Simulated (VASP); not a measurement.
# PbS (I4/mmm) in VASP: G0W0 quasiparticle levels with PBE

Aim: the G0W0 quasiparticle levels of PbS with PBE.

Everything below comes from runs of VASP 6.6.1. Logs are shortened: lines on timing, memory, paths and dates and some standing lists are left out, and cuts for length are marked.

## (1) The cell of the first run

The structure is tetragonal, space group I4/mmm (No. 139). The conventional cell has a = 4.267 Å, b = 4.267 Å, c = 5.959 Å, α = 90.00°, β = 90.00°, γ = 90.00°. Pb (site symmetry 4/mmm) has 6 S at 2.98 to 3.02 Å within 3.9 Å. S (site symmetry 4/mmm) has 6 Pb at 2.98 to 3.02 Å within 3.9 Å.

## (2) G0W0 quasiparticle levels, PBE

POSCAR

```
PbS
1.0
    0.0000000000      3.0171050180      2.9795134104
    3.0171050180      0.0000000000      2.9795134104
    3.0171050180      3.0171050180      0.0000000000
Pb S
1 1
Direct
    0.0000000000      0.0000000000      0.0000000000
    0.5000000000      0.5000000000      0.5000000000
```

INCAR.step1

```
ALGO     = Normal         # electronic algorithm
EDIFF    = 1E-8           # SCF threshold, eV
ENCUT    = 500            # plane-wave cutoff, eV
GGA      = PE             # functional
ISMEAR   = 0              # smearing method
LASPH    = T              # aspherical terms in the spheres
LCHARG   = F              # write CHGCAR
LREAL    = F              # projectors in reciprocal space
LWAVE    = T              # write WAVECAR
NELM     = 100            # most SCF steps
PREC     = Accurate       # precision mode
SIGMA    = 0.01           # smearing width, eV
```

INCAR.step2

```
ALGO     = Exact          # electronic algorithm
EDIFF    = 1E-8           # SCF threshold, eV
ENCUT    = 500            # plane-wave cutoff, eV
GGA      = PE             # functional
ISMEAR   = 0              # smearing method
ISTART   = 1            
LASPH    = T              # aspherical terms in the spheres
LCHARG   = F              # write CHGCAR
LOPTICS  = T              # frequency-dependent dielectric function
LREAL    = F              # projectors in reciprocal space
LWAVE    = T              # write WAVECAR
NBANDS   = 237            # bands
NELM     = 1              # most SCF steps
PREC     = Accurate       # precision mode
SIGMA    = 0.01           # smearing width, eV
```

INCAR.step3

```
ALGO     = EVGW0          # electronic algorithm
EDIFF    = 1E-8           # SCF threshold, eV
ENCUT    = 500            # plane-wave cutoff, eV
ENCUTGW  = 150.0          # cutoff of the response function
GGA      = PE             # functional
ISMEAR   = 0              # smearing method
ISTART   = 1            
LASPH    = T              # aspherical terms in the spheres
LCHARG   = F              # write CHGCAR
LREAL    = F              # projectors in reciprocal space
LWAVE    = F              # write WAVECAR
NBANDS   = 237            # bands
NBANDSGW = 19           
NELMGW   = 1            
NOMEGA   = 96             # frequency points
OMEGAMAX = 20           
PREC     = Accurate       # precision mode
PRECFOCK = Fast         
SIGMA    = 0.01           # smearing width, eV
```

KPOINTS

```
k-points
0
Gamma
  4 4 4
```

Potentials or basis: VASP PAW PBE potentials, release 64 (Pb_d_GW, S_GW).

The run is started by

```bash
cat potpaw_PBE.64/Pb_d_GW/POTCAR potpaw_PBE.64/S_GW/POTCAR > POTCAR
cp INCAR.step1 INCAR
mpirun -np 1 vasp_std > vasp.out
cp INCAR.step2 INCAR
mpirun -np 1 vasp_std > vasp.out
cp INCAR.step3 INCAR
mpirun -np 1 vasp_std > vasp.out
```

OUTCAR:

```text
EDIFF = 1E-8
   ENCUT = 500
   ENCUTGW = 150.0
   GGA = PE
   ISMEAR = 0
   ISTART = 1
   LASPH = T
   LREAL = F
   NELMGW = 1
   PREC = Accurate
   PRECFOCK = Fast

 ion  position               nearest neighbor table
   1  0.000  0.000  0.000-
   2  0.500  0.500  0.500-

  LATTYP: Found a body centered tetragonal cell.
 ALAT       =     4.2668308356
 C/A-ratio  =     1.3965931743

  Lattice vectors:

 A1 = (   0.0000000000,  -3.0171050180,  -2.9795134104)
 A2 = (   0.0000000000,   3.0171050180,  -2.9795134104)
 A3 = (   3.0171050180,   0.0000000000,   2.9795134104)

Analysis of symmetry for initial positions (statically):
=====================================================================
 Subroutine PRICEL returns:
 Original cell was already a primitive cell.

 Routine SETGRP: Setting up the symmetry group for a
 body centered tetragonal supercell.

 Subroutine GETGRP returns: Found 16 space group operations
 (whereof 16 operations were pure point group operations)
 out of a pool of 16 trial point group operations.

The static configuration has the point symmetry D_4h.

Analysis of symmetry for dynamics (positions and initial velocities):
=====================================================================
 Subroutine PRICEL returns:
 Original cell was already a primitive cell.

 Routine SETGRP: Setting up the symmetry group for a
 body centered tetragonal supercell.

 Subroutine GETGRP returns: Found 16 space group operations
 (whereof 16 operations were pure point group operations)
 out of a pool of 16 trial point group operations.

The dynamic configuration has the point symmetry D_4h.

 Subroutine INISYM returns: Found 16 space group operations
 (whereof 16 operations are pure point group operations),
 and found     1 'primitive' translations

----------------------------------------------------------------------------------------

                                     Primitive cell

  volume of cell :      54.2446

  direct lattice vectors                    reciprocal lattice vectors
     0.000000000  3.017105018  2.979513410    -0.165721775  0.165721775  0.167812636
     3.017105018  0.000000000  2.979513410     0.165721775 -0.165721775  0.167812636
     3.017105018  3.017105018  0.000000000     0.165721775  0.165721775 -0.167812636

  length of vectors
     4.240332870  4.240332870  4.266830836     0.288250749  0.288250749  0.288250749

  position of ions in fractional coordinates (direct lattice)
     0.000000000  0.000000000  0.000000000
     0.500000000  0.500000000  0.500000000

  ion indices of the primitive-cell ions
   primitive index   ion index
                 1           1
                 2           2

----------------------------------------------------------------------------------------

 KPOINTS: k-points

Automatic generation of k-mesh.
 Grid dimensions read from file:
 generate k-points for:    4    4    4

 Generating k-lattice:

  Cartesian coordinates                     Fractional coordinates (reciprocal lattice)
    -0.041430444  0.041430444  0.041953159     0.250000000  0.000000000  0.000000000
     0.041430444 -0.041430444  0.041953159     0.000000000  0.250000000  0.000000000
     0.041430444  0.041430444 -0.041953159    -0.000000000 -0.000000000  0.250000000

  Length of vectors
     0.072062687  0.072062687  0.072062687

  Shift w.r.t. Gamma in fractional coordinates (k-lattice)
     0.000000000  0.000000000  0.000000000

 Subroutine IBZKPT returns following result:
 ===========================================

 Found     13 irreducible k-points:

 Following reciprocal coordinates:
            Coordinates               Weight
  0.000000  0.000000  0.000000      1.000000
  0.250000  0.000000  0.000000      8.000000
  0.500000  0.000000  0.000000      4.000000
  0.250000  0.250000  0.000000      2.000000
  0.500000  0.250000  0.000000      8.000000
 -0.250000  0.250000  0.000000      4.000000
  0.500000  0.500000  0.000000      1.000000
  0.250000  0.000000  0.250000      4.000000
  0.500000 -0.000000  0.250000     16.000000
 -0.250000  0.000000  0.250000      8.000000
 -0.250000  0.500000  0.250000      4.000000
  0.500000  0.000000  0.500000      2.000000
 -0.250000  0.250000  0.500000      2.000000
   k-points           NKPTS =     13   k-points in BZ     NKDIM =     64   number of bands    NBANDS=    237
   number of dos      NEDOS =    301   number of ions     NIONS =      2
   total plane-waves  NPLWV =  32768
   dimension x,y,z NGX =    32 NGY =   32 NGZ =   32
   dimension x,y,z NGXF=    64 NGYF=   64 NGZF=   64
   ions per type =               1   1
   NGX,Y,Z   is equivalent  to a cutoff of  12.55, 12.55, 12.47 a.u.
   NGXF,Y,Z  is equivalent  to a cutoff of  25.09, 25.09, 24.94 a.u.
 SYSTEM =  unknown system
   PREC   = accura    normal or accurate (medium, high low for compatibility)
   ISTART =      1    job   : 0-new  1-cont  2-samecut
   ICHARG =      0    charge: 1-file 2-atom 10-const
   ISPIN  =      1    spin polarized calculation?
   LNONCOLLINEAR =      F non collinear calculations
   LSORBIT =      F    spin-orbit coupling
   LASPH  =      T    aspherical Exc in radial PAW
   ENCUT  =  500.0 eV  36.75 Ry    6.06 a.u.   7.73  7.73  7.78*2*pi/ulx,y,z
   NELM   =     60;   NELMIN=  2; NELMDL=  0     # of ELM steps
   EDIFF  = 0.1E-07   stopping-criterion for ELM
   LREAL  =      F    real-space projection
   EDIFFG = 0.1E-06   stopping-criterion for IOM
   NSW    =      0    number of steps for IOM
   IBRION =     -1    ionic relax: 0-MD 1-quasi-New 2-CG
   NFREE  =      0    steps in history (QN), initial steepest desc. (CG)
   ISIF   =      0    stress and relaxation
   ISYM   =      3    0-nonsym 1-usesym 2-fastsym
   POTIM  = 0.5000    time-step for ionic-motion
   TEBEG  =    0.0;   TEEND  =   0.0 temperature during run
   PSTRESS=    0.0 pullay stress
   NELECT =      22.0000    total number of electrons
   NUPDOWN=      -1.0000    fix difference up-down
   EMIN   =  10.00;   EMAX   =-10.00  energy-range for DOS
   EFERMI =   0.00;   METHOD = LEGACY
   ISMEAR =     0;   SIGMA  =   0.01  broadening in eV -4-tet -1-fermi 0-gaus
   EFERMI_NEDOS =   21; number of points for ismear=-14 and -15
   IALGO  =     38    algorithm
   IMIX   =      4    mixing-type and parameters
     AMIX     =   0.40;   BMIX     =  1.00
     AMIX_MAG =   1.60;   BMIX_MAG =  1.00
  volume/ion in A,a.u.               =      27.12       183.03
  Fermi-wavevector in a.u.,A,eV,Ry     =   1.211798  2.289967 19.979544  1.468455
  Thomas-Fermi vector in A             =   2.347302
   LORBIT       =      0    0 simple, 1 ext, 2 COOP (PROOUT), +10 PAW based schemes
   GGA     = PE    functional components
   LHFCALC =     T    Hartree Fock is set to
   PRECFOCK=fast      Normal, Fast or Accurate (Low or Medium for compatibility)
   ENCUT4O =  -1.0   cutoff for four orbital integrals eV
   NKREDX  =     1    reduce k-point grid by
   NKREDY  =     1    reduce k-point grid by
   NKREDZ  =     1    reduce k-point grid by
   AEXX    =    1.0000 exact exchange contribution
   HFSCREEN=    0.0000 screening length (either q_TF or 0.3 A-1)
   HFSCREENC=   0.0000 screening length for correlation (either q_TF or 0.3 A-1)
   ENCUTFOCK=  -1.0 apply spherical cutoff to Coloumb kernel
   IVDW    =     0    specifies the selected vdW correction
   LEPSILON=     F    determine dielectric tensor
   LRPA    =     F    only Hartree local field effects (RPA)
   LRPAFORCE           =     F    calculate RPA forces
   ENCUTGW             = 150.0    cutoff for response function in eV
   ENCUTGWSOFT         = 120.0    soft cutoff for Coulomb kernel in GW response function in eV
   ENCUTLF             =  -1.0    cutoff for local field effects
   NELMGW              =     1    number of iterations in solving QP/BSE equation
   NELMHF              =     1    number of iterations in the inner HF iteration
   NKREDLFX            =     1    NKREDLFY  =   1   NKREDLFZ  =   1
 non-spin polarized calculation
 Gauss-broadening in eV      SIGMA  =   0.01
  energy-cutoff  :      500.00
  volume of cell :       54.24
 maximum number of plane-waves:      1395
 NGX is ok and might be reduce to    32
  NGX = 18; NGY = 18; NGZ = 18
   NGX = 15   NGY = 15   NGZ = 15
 maximum number of plane-waves:       241
 NGX is ok and might be reduce to    18

 QP shifts <psi_nk| G(iteration)W_0 |psi_nk>: iteration 1
 for sc-GW calculations column KS-energies equals QP-energies in previous step
 and V_xc(KS)=  KS-energies - (<T + V_ion + V_H > + <T+V_H+V_ion>^1  + <V_x>^1)

 k-point   1 :       0.0000    0.0000    0.0000
  band No.  KS-energies  QP-energies   sigma(KS)   V_xc(KS)     V^pw_x(r,r')   Z            occupation Imag(sigma)

      1    -136.0502    -158.7293     -28.0643       5.4443     -36.1667       0.6768       2.0000       0.5429
      2     -13.3700     -20.4792     -20.2079      -9.8417     -25.2304       0.6858       2.0000       0.2228
      3     -13.3667     -20.4769     -20.2029      -9.8427     -25.2296       0.6863       2.0000       0.2249
      4     -13.3667     -20.4769     -20.2029      -9.8427     -25.2296       0.6863       2.0000       0.2249
      5     -13.3546     -20.4912     -20.2474      -9.8766     -25.3277       0.6882       2.0000       0.2469
      6     -13.3465     -20.4876     -20.2502      -9.8815     -25.3370       0.6887       2.0000       0.2513
[... 11 lines left out ...]
     18      12.1169      11.7363      -6.8587      -6.3585      -1.6801       0.7609       0.0000      -0.2609
     19      12.2662      11.7661      -9.6349      -8.9608      -4.3059       0.7420       0.0000      -0.2870

 k-point   2 :       0.2500    0.0000    0.0000
  band No.  KS-energies  QP-energies   sigma(KS)   V_xc(KS)     V^pw_x(r,r')   Z            occupation Imag(sigma)

      1    -136.0501    -158.7777     -28.0645       5.4454     -36.1667       0.6782       2.0000       0.5425
      2     -13.3702     -20.4861     -20.2159      -9.8648     -25.2869       0.6874       2.0000       0.2531
      3     -13.3680     -20.4894     -20.2124      -9.8536     -25.2594       0.6875       2.0000       0.2397
      4     -13.3647     -20.4879     -20.2072      -9.8498     -25.2484       0.6877       2.0000       0.2364
      5     -13.3428     -20.4961     -20.2500      -9.8643     -25.2995       0.6888       2.0000       0.2379
      6     -13.3428     -20.4961     -20.2500      -9.8643     -25.2995       0.6888       2.0000       0.2379
[... 11 lines left out ...]
     18      15.0044      14.5720      -9.1614      -8.6004      -3.3578       0.7708       0.0000      -0.6090
     19      15.2070      14.9198     -10.6940     -10.3286      -4.6057       0.7860       0.0000      -0.7231
[... 211 lines left out ...]
      1    -136.0499    -158.9405     -28.0645       5.4462     -36.1666       0.6831       2.0000       0.5420
      2     -13.4783     -20.1959     -19.8555      -9.9546     -25.1932       0.6785       2.0000       0.3260
      3     -13.3879     -20.4564     -20.1618      -9.8336     -25.1956       0.6844       2.0000       0.2261
      4     -13.3267     -20.5059     -20.2791      -9.8853     -25.3624       0.6907       2.0000       0.2527
      5     -13.3204     -20.5318     -20.2807      -9.8554     -25.2953       0.6917       2.0000       0.2233
      6     -13.3119     -20.5287     -20.2832      -9.8573     -25.3003       0.6922       2.0000       0.2254
[... 11 lines left out ...]
     18      15.5395      15.1505      -9.7668      -9.3056      -3.9899       0.8435       0.0000      -0.7278
     19      15.5672      15.6315     -10.4798     -10.5659      -4.1748       0.7472       0.0000      -0.5476

 k-point  13 :      -0.2500    0.2500    0.5000
  band No.  KS-energies  QP-energies   sigma(KS)   V_xc(KS)     V^pw_x(r,r')   Z            occupation Imag(sigma)

      1    -136.0500    -158.9296     -28.0646       5.4459     -36.1666       0.6828       2.0000       0.5420
      2     -13.4391     -20.2679     -19.9697      -9.9335     -25.2354       0.6804       2.0000       0.3040
      3     -13.3510     -20.4901     -20.2216      -9.8452     -25.2461       0.6880       2.0000       0.2259
      4     -13.3510     -20.4901     -20.2216      -9.8452     -25.2461       0.6880       2.0000       0.2259
      5     -13.3473     -20.5017     -20.2481      -9.8874     -25.3513       0.6905       2.0000       0.2756
      6     -13.3205     -20.5354     -20.2820      -9.8555     -25.2955       0.6920       2.0000       0.2237
[... 11 lines left out ...]
     18      15.4196      15.5001     -10.3560     -10.4647      -4.1234       0.7404       0.0000      -0.5173
     19      15.8429      15.7243     -11.0587     -10.9139      -4.9081       0.8194       0.0000      -0.7044
```

It took 28 min on 1 thread of Intel Xeon Platinum 8259CL at 2.50GHz (Skylake/Cascade Lake), shared host; peak memory 0.74 GiB.

What came out:

```
Quasiparticle gap                                   : 0.82 eV
Least direct quasiparticle gap                      : 0.82 eV
Band gap of the starting levels on the mesh         : 0.49 eV
Least direct gap of the starting levels on the mesh : 0.49 eV
```

Caveat: the k points lie up to 0.45 Å⁻¹ apart; bands, screening cutoff and mesh are small and nothing is extrapolated, so the quasiparticle values aren't converged; spin-orbit coupling is left out, which moves the levels of the heavy elements.
